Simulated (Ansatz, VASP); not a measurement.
**Na: VASP beside Ansatz**

```
Na
1.0
     3.74908    0.00000    0.00000
    -1.87454    3.24680    0.00000
     0.00000    0.00000   12.70231
Na
4
Direct
  0.66667 0.33333 0.75000
  0.00000 0.00000 0.50000
  0.33333 0.66667 0.25000
  0.00000 0.00000 0.00000
```

Alike in both runs: task single point; functional PBEsol; k mesh 8 × 8 × 3; occupations fermi-dirac, width 0.05 eV; no spin polarisation.

```csv
,VASP,Ansatz
version,VASP 6.6.1,Ansatz 0.2.0
potentials or method,"VASP PAW PBE potentials, release 64 (Na_pv)",Ansatz PAW
plane-wave cutoff (eV),520,420
valence electrons in the cell,28,36
```

|  | VASP | Ansatz | Ansatz less VASP |
| --- | --- | --- | --- |
| gap on the k mesh at the Fermi level (eV) | none | none | - |
| pressure (GPa) | -0.4 | -0.4 | +0.01 |
| traceless stress, the component that is largest in VASP (GPa) | -0.59 | -0.59 | +0.003 |

VASP's potentials were made for PBE, not for PBEsol. A gap of «none» marks a metal or a gap that the smearing closes. VASP's potentials hold 28 valence electrons a cell and Ansatz's 36, so a difference there can come from the potentials and not from the codes.
